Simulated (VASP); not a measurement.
# Pb in VASP: a series of runs, part 2 of 2

VASP 6.6.1. Earlier steps stand in the parts before.

### Step 3. Single point, PBE

INCAR

```
SYSTEM = Pb
PREC = Accurate ; ENCUT = 520
EDIFF = 1E-6 ; ISMEAR = -1
SIGMA = 0.08 ; LREAL = .False.
LASPH = .True. ; NELM = 100
ALGO = Normal ; ISIF = 2
LWAVE = .False. ; LCHARG = .False.
LDIPOL = .True. ; IDIPOL = 3
DIPOL = 0.5 0.5 0.500 ; GGA = PE
NBANDS = 28
```

KPOINTS

```
Automatic mesh
0
Gamma
  8 8 1
  0 0 0
```

POSCAR

```
Pb
1.0
    5.6565235105      0.0000000000      0.0000000000
   -2.8282617552      4.8986930572      0.0000000000
    0.0000000000      0.0000000000     18.3093000000
Pb
3
Direct
    0.1666666667      0.3333333333      0.4542386060
    0.5000000000      1.0000000000      0.5228037116
    0.8333333333      0.6666666667      0.5229576823
```

Potentials or basis: VASP PAW PBE potentials, release 64 (Pb_d).

Run with:

```sh
cat potpaw_PBE.64/Pb_d/POTCAR > POTCAR
mpirun -np 1 vasp_std > vasp.out
```

OUTCAR:

```text
SYSTEM = Pb
   PREC = Accurate
   ENCUT = 520
   EDIFF = 1E-6
   ISMEAR = -1
   LREAL = .False.
   LASPH = .True.
   NELM = 100
   ISIF = 2
   GGA = PE

 ion  position               nearest neighbor table
   1  0.167  0.333  0.454-   2 3.50   2 3.50   2 3.50   3 3.50   3 3.50   3 3.50
   2  0.500  0.000  0.523-   3 3.27   3 3.27   3 3.27   1 3.50   1 3.50   1 3.50
   3  0.833  0.667  0.523-   2 3.27   2 3.27   2 3.27   1 3.50   1 3.50   1 3.50

  LATTYP: Found a hexagonal cell.
 ALAT       =     5.6565235105
 C/A-ratio  =     3.2368467957

  Lattice vectors:

 A1 = (   5.6565235105,   0.0000000000,   0.0000000000)
 A2 = (  -2.8282617552,   4.8986930572,   0.0000000000)
 A3 = (   0.0000000000,   0.0000000000,  18.3093000000)

Analysis of symmetry for initial positions (statically):
=====================================================================
 Subroutine PRICEL returns:
 Original cell was already a primitive cell.

 Routine SETGRP: Setting up the symmetry group for a
 hexagonal supercell.

 Subroutine GETGRP returns: Found  6 space group operations
 (whereof  2 operations were pure point group operations)
 out of a pool of 24 trial point group operations.

The static configuration has the point symmetry C_1h.
 The point group associated with its full space group is C_3v.

Analysis of symmetry for dynamics (positions and initial velocities):
=====================================================================
 Subroutine PRICEL returns:
 Original cell was already a primitive cell.

 Routine SETGRP: Setting up the symmetry group for a
 hexagonal supercell.

 Subroutine GETGRP returns: Found  6 space group operations
 (whereof  2 operations were pure point group operations)
 out of a pool of 24 trial point group operations.

The dynamic configuration has the point symmetry C_1h.
 The point group associated with its full space group is C_3v.

 Subroutine INISYM returns: Found  6 space group operations
 (whereof  2 operations are pure point group operations),
 and found     1 'primitive' translations
[... 104 lines left out ...]
  Fermi-wavevector in a.u.,A,eV,Ry     =   0.713495  1.348309  6.926381  0.509075
  Thomas-Fermi vector in A             =   1.801147
   LORBIT       =      0    0 simple, 1 ext, 2 COOP (PROOUT), +10 PAW based schemes
   GGA     = PE    functional components
   LHFCALC =     F    Hartree Fock is set to
   AEXX    =    0.0000 exact exchange contribution
   IVDW    =     0    specifies the selected vdW correction
   LEPSILON=     F    determine dielectric tensor
   LRPA    =     F    only Hartree local field effects (RPA)
 non-spin polarized calculation
  energy-cutoff  :      520.00
  volume of cell :      507.34
 maximum number of plane-waves:     13716
   NGX = 21   NGY = 21   NGZ = 69

 number of electron      41.9999992 magnetization

 dipolmoment           0.000000      0.000000      0.046959 electrons x Angstroem

 Free energy of the ion-electron system (eV)
  ---------------------------------------------------
  ext. energy  EPLUGINS =         0.00000000
  ---------------------------------------------------
  free energy    TOTEN  =        -9.37875877 eV

  energy without entropy =       -9.35617172  energy(sigma->0) =       -9.36746525

 E-fermi :  -1.9457     XC(G=0):  -2.7063

 val. band max:       -2.0703202871   @ k =   0.2500  -0.0000   0.0000
 cond. band min:      -1.7026969239   @ k =   0.1250  -0.0000   0.0000
 fundamental gap:      0.3676233632
 Fermi energy:        -1.9456860359

 k-point     1 :       0.0000    0.0000    0.0000
  band No.  band energies     occupation
      1     -19.0131      2.00000
      2     -19.0124      2.00000
      3     -19.0124      2.00000
      4     -18.9647      2.00000
      5     -18.9647      2.00000
      6     -18.8614      2.00000
[... 299 lines left out ...]
     27       2.6192      0.00000
     28       3.2923      0.00000

------------------------ aborting loop because EDIFF is reached ----------------------------------------

 vacuum level on the upper side and lower side of the slab       (xc-potential included)         0.031        -0.243

  FORCE on cell =-STRESS in cart. coord.  units (eV):
  Direction    XX          YY          ZZ          XY          YZ          ZX
  --------------------------------------------------------------------------------------
  -------------------------------------------------------------------------------------
  Total       -2.2490427     -2.2490427     -0.0431578     -0.0000000      0.0000000     -0.0000000
  in kB       -7.1024261     -7.1024261     -0.1362913     -0.0000000      0.0000000     -0.0000000
  external PRESSURE =      -4.7803812 kB  Pullay stress =       0.0000000 kB

 VOLUME and BASIS-vectors are now :
 -----------------------------------------------------------------------------
  energy-cutoff  :      520.00
  volume of cell :      507.34
      direct lattice vectors                 reciprocal lattice vectors
     5.656523510  0.000000000  0.000000000     0.176787031  0.102068040  0.000000000
    -2.828261755  4.898693057  0.000000000     0.000000000  0.204136080  0.000000000
     0.000000000  0.000000000 18.309300000     0.000000000  0.000000000  0.054617053

 POSITION                                       TOTAL-FORCE (eV/Angst)
 -----------------------------------------------------------------------------------
      0.00000      1.63290      8.31679         0.000000      0.000000     -0.003568
      2.82826      0.00000      9.57217         0.000000      0.000000      0.005629
      2.82826      3.26580      9.57499        -0.000000     -0.000000     -0.002061
 -----------------------------------------------------------------------------------
    total drift:                                0.000001     -0.000000      0.001053

  FREE ENERGIE OF THE ION-ELECTRON SYSTEM (eV)
  ---------------------------------------------------
  free  energy   TOTEN  =        -9.3787587734 eV

  energy  without entropy=       -9.3561717180  energy(sigma->0) =       -9.36746525

 vacuum level on the upper side and lower side of the slab         2.083         1.839
```

OSZICAR:

```text
N       E                     dE             d eps       ncg     rms          rms(c)
DAV:   1     0.403429635658E+03    0.40343E+03   -0.16994E+04   648   0.115E+03
DAV:   2     0.256482841415E+02   -0.37778E+03   -0.37333E+03   652   0.355E+02
DAV:   3    -0.809003874545E+01   -0.33738E+02   -0.33631E+02   652   0.144E+02
[... 13 lines left out ...]
DAV:  17    -0.937870997624E+01   -0.55085E-04   -0.34065E-06   440   0.137E-02    0.648E-04
DAV:  18    -0.937874164702E+01   -0.31671E-04   -0.20175E-06   464   0.484E-03    0.451E-04
DAV:  19    -0.937875608274E+01   -0.14436E-04   -0.10774E-06   428   0.398E-03    0.156E-04
DAV:  20    -0.937875802631E+01   -0.19436E-05   -0.71602E-08   484   0.227E-03    0.156E-04
DAV:  21    -0.937875877340E+01   -0.74709E-06   -0.27078E-08   424   0.141E-03
   1 F= -.93787588E+01 E0= -.93674652E+01  d E =-.225871E-01
```

stdout:

```text
POSCAR found type information on POSCAR Pb
 POSCAR found :  1 types and       3 ions
 scaLAPACK will be used
 LDA part: xc-table for (Slater+PW92), standard interpolation
 POSCAR, INCAR and KPOINTS ok, starting setup
 FFT: planning ... GRIDC
 FFT: planning ... GRID_SOFT
 FFT: planning ... GRID
 WAVECAR not read
 entering main loop
```

Wall time 2 min (1 thread of Intel Xeon 6975P-C (Granite Rapids), shared host); peak memory 0.55 GiB.

Results:

```
Free energy            : -9.3788 eV
Largest force          : 0.006 eV/Å
Band gap on the k mesh : zero (bands 21 and 22 overlap by 0.35 eV)
```

Forces in eV/Å, atoms in the order of the input:
```
Pb   0.000  0.000 -0.004
Pb   0.000  0.000  0.006
Pb   0.000  0.000 -0.002
```

Caveat: spin-orbit coupling is left out, which moves the levels of the heavy elements.

### Step 4. Single point, PBE

INCAR

```
PREC = Accurate ; ENCUT = 520
EDIFF = 1E-7 ; ISMEAR = -1
SIGMA = 0.08 ; LREAL = False
LASPH = True ; NELM = 100
ALGO = Normal ; ISIF = 2
LWAVE = False ; LCHARG = False
LDIPOL = True ; IDIPOL = 3
DIPOL = 0.5 0.5 0.500 ; GGA = PE
NBANDS = 28
```

KPOINTS

```
Automatic mesh
0
Gamma
  8 8 1
```

POSCAR is that of step 3.

Run with:

```sh
cat potpaw_PBE.64/Pb_d/POTCAR > POTCAR
mpirun -np 1 vasp_std > vasp.out
```

Wall time 2.2 min (1 thread of Intel Xeon 6975P-C (Granite Rapids), shared host); peak memory 0.57 GiB.

Results (log left out):

| Property | Result |
| --- | --- |
| Free energy | -9.3788 eV |
| Largest force | 0.006 eV/Å |
| Band gap on the k mesh | zero (bands 21 and 22 overlap by 0.35 eV) |

Forces on the atoms (eV/Å):
```
Pb   0.000  0.000 -0.004
Pb   0.000  0.000  0.006
Pb   0.000  0.000 -0.002
```

Levels at points of the mesh, in eV from the Fermi level:
```tsv
k point	band 19	band 20	band 21	band 22	band 23	band 24
(0.00, 0.00, 0.00)	-0.92	-0.92	-0.86	-0.48	-0.48	0.78
(0.50, 0.00, 0.00)	-2.51	-0.93	-0.69	1.13	2.34	2.35
```

Caveat: spin-orbit coupling is left out, which moves the levels of the heavy elements.

The gap in the log of VASP goes by the Fermi energy; the results here count the filled bands.